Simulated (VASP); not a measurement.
# AgCl in VASP: a series of runs, part 2 of 2

VASP 6.6.1. The steps go on from the part before.

## 3. Relaxation of cell and atoms, PBE, target pressure 25 GPa, at which the enthalpy is minimised

This run uses another cell than the first one, of 16.64 Å³/atom, 0.753 times its volume.

The input, INCAR:

```
SYSTEM = AgCl
ALGO = Normal ; EDIFF = 1E-6
EDIFFG = -0.001 ; ENCUT = 600
GGA = PE ; IBRION = 2
ISIF = 3 ; ISMEAR = 0
LASPH = .True. ; LCHARG = .False.
LREAL = .False. ; LWAVE = .False.
NELM = 80 ; NSW = 80
PREC = Accurate ; PSTRESS = 250.0
SIGMA = 0.01
```

The input, KPOINTS:

```
k-points
0
Gamma
  10 10 10
  0 0 0
```

The input, POSCAR:

```
AgCl
1.0
    0.0000000000      2.5528870611      2.5528870611
    2.5528870611      0.0000000000      2.5528870611
    2.5528870611      2.5528870611      0.0000000000
Ag Cl
1 1
Direct
    0.5000000000      0.5000000000      0.5000000000
    0.0000000000      0.0000000000      0.0000000000
```

Potentials or basis: VASP PAW PBE potentials, release 64 (Ag, Cl).

Run with:

```bash
$ cat potpaw_PBE.64/Ag/POTCAR potpaw_PBE.64/Cl/POTCAR > POTCAR
$ mpirun -np 1 vasp_std > vasp.out
```

Wall time 45 s (1 thread of Intel Xeon 6975P-C (Granite Rapids), shared host); peak memory 0.19 GiB.

Results (log left out):

| Property | Result |
| --- | --- |
| Free energy | -4.7664 eV |
| Relaxed volume | 16.62 Å³/atom |
| Relaxed cell | a = 3.609 Å, b = 3.609 Å, c = 3.609 Å, α = 60.00°, β = 60.00°, γ = 60.00° |
| Space group after relaxing (to 0.05 Å) | Fm-3m (No. 225) |
| Energy change on relaxing (the enthalpy is what falls) | +3.2 meV/atom |
| Ionic steps | 13 |
| Pressure after relaxing | 25.0 GPa |
| Band gap on the k mesh | 1.01 eV, indirect (least direct gap 3.41 eV) |

The path:
```
step  energy change (eV)  largest force (eV/Å)  pressure (GPa)  volume (Å³)
   1              0.0000                0.0000           24.80        33.28
   2              0.0152                0.0000           25.24        33.18
   3              0.0063                0.0000           25.01        33.23
   4              0.0060                0.0000           25.01        33.24
   5              0.0030                0.0000           24.89        33.26
   6              0.0057                0.0000           24.97        33.24
   7              0.0059                0.0000           24.97        33.24
   8              0.0062                0.0000           24.97        33.24
   9              0.0073                0.0000           25.02        33.23
  10              0.0069                0.0000           25.05        33.23
  11              0.0065                0.0000           25.03        33.23
  12              0.0064                0.0000           25.01        33.23
  13              0.0063                0.0000           25.00        33.23
```

Final structure:
```yaml
crystal:
  lattice:
    - [0.00000, 2.55184, 2.55184]
    - [2.55184, 0.00000, 2.55184]
    - [2.55184, 2.55184, 0.00000]
  atoms:
    - { symbol: Ag, position: [0.50000, 0.50000, 0.50000] }
    - { symbol: Cl, position: [0.00000, 0.00000, 0.00000] }
```

Levels at points of the mesh, in eV from the valence-band top:
```csv
k point,band 5,band 6,band 7,band 8,band 9,band 10,band 11,band 12,band 13
"(0.00, 0.00, 0.00)",-3.70,-3.70,-3.46,-3.46,-3.46,1.01,10.71,10.71,10.71
"(0.50, 0.00, 0.00)",-3.09,-3.09,-2.60,0.00,0.00,3.41,7.04,7.04,8.12
"(0.50, 0.50, 0.00)",-4.37,-3.37,-2.88,-2.88,-2.52,1.87,7.64,9.52,12.90
```

Caveat: the cell is relaxed towards a set pressure, so the enthalpy falls and the energy may rise. A k mesh can miss the band edges.

## 4. Relaxation of cell and atoms, PBE

This run uses another cell than the first one, of 21.33 Å³/atom, 0.966 times its volume.

The input, INCAR:

```
SYSTEM = AgCl
PREC = Accurate
ENCUT = 600
EDIFF = 1E-6
ISMEAR = 0
SIGMA = 0.02
LREAL = .FALSE.
LASPH = .TRUE.
NELM = 100
ALGO = Normal
ISIF = 3
LWAVE = .FALSE.
LCHARG = .FALSE.
GGA = PE
IBRION = 2
NSW = 100
EDIFFG = -0.005
```

The input, KPOINTS:

```
regular mesh
0
G
  8 8 8
  0 0 0
```

The input, POSCAR:

```
AgCl
1.0
    0.0000000000      2.7731500000      2.7731500000
    2.7731500000      0.0000000000      2.7731500000
    2.7731500000      2.7731500000      0.0000000000
Ag Cl
1 1
Direct
    0.5000000000      0.5000000000      0.5000000000
    0.0000000000      0.0000000000      0.0000000000
```

Run with:

```bash
$ cat potpaw_PBE.64/Ag/POTCAR potpaw_PBE.64/Cl/POTCAR > POTCAR
$ mpirun -np 1 vasp_std > vasp.out
```

Run time: 29 s. Hardware: 1 thread of AMD EPYC 9R45 (Zen 5), shared host; peak memory 0.16 GiB.

It converged, with:

- Free energy: -5.4008 eV
- Relaxed volume: 22.04 Å³/atom
- Relaxed cell: a = 3.965 Å, b = 3.965 Å, c = 3.965 Å, α = 60.00°, β = 60.00°, γ = 60.00°
- Space group after relaxing (to 0.05 Å): Fm-3m (No. 225)
- Energy gained by relaxing: 3.2 meV/atom
- Ionic steps: 3
- Pressure after relaxing: 0.0 GPa
- Band gap on the k mesh: 0.92 eV, indirect (least direct gap 3.08 eV)

The path:
```csv
step,energy change (eV),largest force (eV/Å),pressure (GPa),volume (Å³)
1,0.0000,0.0000,1.51,42.65
2,-0.0063,0.0000,0.16,43.90
3,-0.0064,0.0000,-0.02,44.08
```

Final structure:
```cif
data_structure
_symmetry_space_group_name_H-M 'P 1'
_symmetry_Int_Tables_number 1
_cell_length_a 3.9650
_cell_length_b 3.9650
_cell_length_c 3.9650
_cell_angle_alpha 60.000
_cell_angle_beta 60.000
_cell_angle_gamma 60.000
_cell_volume 44.08
loop_
_atom_site_label
_atom_site_type_symbol
_atom_site_fract_x
_atom_site_fract_y
_atom_site_fract_z
_atom_site_occupancy
Ag1 Ag 0.50000 0.50000 0.50000 1
Cl1 Cl 0.00000 0.00000 0.00000 1
```

Levels at points of the mesh, in eV from the valence-band top:
```
           k point  band 7  band 8  band 9  band 10  band 11  band 12
(0.00, 0.00, 0.00)   -2.19   -2.19   -2.19     0.92    10.87    10.87
(0.50, 0.00, 0.00)   -1.68    0.00    0.00     4.33     6.36     7.73
(0.50, 0.50, 0.00)   -1.86   -1.86   -1.80     2.44     8.07     8.53
```

A k mesh can miss the band edges. Zero-point motion and thermal expansion aren't in these numbers.

## 5. Single point, PBE (strained)

The input, INCAR:

```
PREC = Accurate ; ENCUT = 520
EDIFF = 1E-6 ; ISMEAR = 0
SIGMA = 0.02 ; LREAL = F
LASPH = T ; NELM = 100
ALGO = Normal ; ISIF = 2
LWAVE = F ; LCHARG = T
GGA = PE ; LELF = T
LVHAR = T ; NBANDS = 16
```

The input, KPOINTS:

```
Automatic mesh
0
Gamma
  8 8 8
```

The input, POSCAR:

```
AgCl
1.0
    0.0000000000      2.8418131940      2.8418131940
    2.8418131940      0.0000000000      2.8418131940
    2.8418131940      2.8418131940      0.0000000000
Ag Cl
1 1
Direct
    0.5000000000      0.5000000000      0.5000000000
    0.0000000000      0.0000000000      0.0000000000
```

Run with:

```bash
$ cat potpaw_PBE.64/Ag/POTCAR potpaw_PBE.64/Cl/POTCAR > POTCAR
$ mpirun -np 1 vasp_std > vasp.out
```

Wall time 16 s (1 thread of Intel Xeon 6975P-C, shared host); peak memory 0.18 GiB.

Results (log left out):

```
Free energy            : -5.3926 eV
Pressure               : -1.6 GPa
Band gap on the k mesh : 0.94 eV, indirect (least direct gap 2.96 eV)
```

Levels at points of the mesh, in eV from the valence-band top:
```csv
k point,band 5,band 6,band 7,band 8,band 9,band 10,band 11,band 12,band 13,band 14
"(0.00, 0.00, 0.00)",-2.13,-2.13,-2.03,-2.03,-2.03,0.94,10.88,10.88,10.88,12.48
"(0.50, 0.00, 0.00)",-1.86,-1.86,-1.58,0.00,0.00,4.43,6.15,7.80,7.80,13.32
"(0.50, 0.50, 0.00)",-2.43,-1.97,-1.76,-1.76,-1.72,2.49,8.13,8.40,11.15,11.15
```

Caveat: the cell differs from its parent crystal (strained). A k mesh can miss the band edges.

## 6. Single point, PBE (one atom moved)

The input, INCAR:

```
SYSTEM = AgCl
ALGO     = Normal         ! electronic algorithm
EDIFF    = 1E-6           ! SCF threshold, eV
ENCUT    = 520            ! plane-wave cutoff, eV
GGA      = PE             ! functional
ISIF     = 2              ! what is computed and relaxed
ISMEAR   = 0              ! smearing method
LASPH    = .True.         ! aspherical terms in the spheres
LCHARG   = .False.        ! write CHGCAR
LREAL    = .False.        ! projectors in reciprocal space
LWAVE    = .False.        ! write WAVECAR
NBANDS   = 16             ! bands
NELM     = 80             ! most SCF steps
PREC     = Accurate       ! precision mode
SIGMA    = 0.02           ! smearing width, eV
```

The input, KPOINTS:

```
k-points
0
Gamma
  8 8 8
  0 0 0
```

The input, POSCAR:

```
AgCl
1.0
    0.0000000000      2.7731500000      2.7731500000
    2.7731500000      0.0000000000      2.7731500000
    2.7731500000      2.7731500000      0.0000000000
Ag Cl
1 1
Direct
    0.5000000000      0.5000000000      0.5000000000
   -0.0107837658     -0.0038890792      0.0038530191
```

Potentials or basis: VASP PAW PBE potentials, release 64 (Ag, Cl).

Run with:

```bash
$ cat potpaw_PBE.64/Ag/POTCAR potpaw_PBE.64/Cl/POTCAR > POTCAR
$ mpirun -np 1 vasp_std > vasp.out
```

Run time: 3.1 min. Hardware: 1 thread of Intel Xeon 6975P-C, shared host; peak memory 0.3 GiB.

The run converged. Its results:

* Free energy: -5.3933 eV
* Pressure: 1.5 GPa
* Largest force: 0.051 eV/Å
* Band gap on the k mesh: 0.91 eV, indirect (least direct gap 3.11 eV)

Forces in eV/Å, atoms in the order of the input:
```
Ag   0.000 -0.021 -0.046
Cl   0.000  0.021  0.046
```

Levels at points of the mesh, in eV from the valence-band top:
```csv
k point,band 6,band 7,band 8,band 9,band 10,band 11,band 12,band 13
"(0.00, 0.00, 0.00)",-2.41,-2.27,-2.25,-2.20,0.91,10.84,10.84,10.85
"(0.50, 0.00, 0.00)",-2.07,-1.76,0.00,0.00,4.24,6.53,7.67,7.68
"(0.00, 0.50, 0.00)",-2.07,-1.76,-0.01,0.00,4.25,6.53,7.68,7.68
"(0.00, 0.00, 0.50)",-2.07,-1.76,-0.01,0.00,4.25,6.53,7.68,7.68
"(0.50, 0.50, 0.50)",-2.07,-1.76,0.00,0.00,4.24,6.53,7.67,7.68
"(0.50, 0.50, 0.00)",-2.21,-1.96,-1.96,-1.87,2.38,8.02,8.64,11.51
"(0.00, 0.50, 0.50)",-2.19,-1.96,-1.95,-1.87,2.38,8.02,8.63,11.51
"(0.50, 0.00, 0.50)",-2.20,-1.96,-1.95,-1.87,2.38,8.02,8.63,11.52
```

Caveat: the cell differs from its parent crystal (one atom moved).

## 7. The runs side by side

| task | cell | k mesh | cutoff (eV) | smearing | gap on the mesh (eV) | pressure (GPa) |
| --- | --- | --- | --- | --- | --- | --- |
| relaxation of cell and atoms | relaxed to 25 GPa from a = 3.968 Å, angles 60.0°, 2 atoms | 8 × 8 × 8 | 600 | gaussian 0.01 eV | 1.01 | 25.0 |
| relaxation of cell and atoms | relaxed to 25 GPa from a = 3.610 Å, angles 60.0°, 2 atoms | 10 × 10 × 10 | 600 | gaussian 0.01 eV | 1.01 | 25.0 |
| relaxation of cell and atoms | relaxed from a = 3.922 Å, angles 60.0°, 2 atoms | 8 × 8 × 8 | 600 | gaussian 0.02 eV | 0.92 | 0.0 |
| single point | a = 4.019 Å, angles 60.0°, 2 atoms | 8 × 8 × 8 | 520 | gaussian 0.02 eV | 0.94 | -1.6 |
| single point | a = 3.922 Å, angles 60.0°, 2 atoms | 8 × 8 × 8 | 520 | gaussian 0.02 eV | 0.91 | 1.5 |

Alike in all rows: level PBE; potentials or basis VASP PAW PBE potentials, release 64 (Ag, Cl); no spin polarisation.

Caveats: the cell is relaxed towards a set pressure, so the enthalpy falls and the energy may rise (some runs); the volume moved by over 15 % at a fixed basis, so the end points are rough (some runs).

Absolute energies hang on the potentials; compare differences alone.
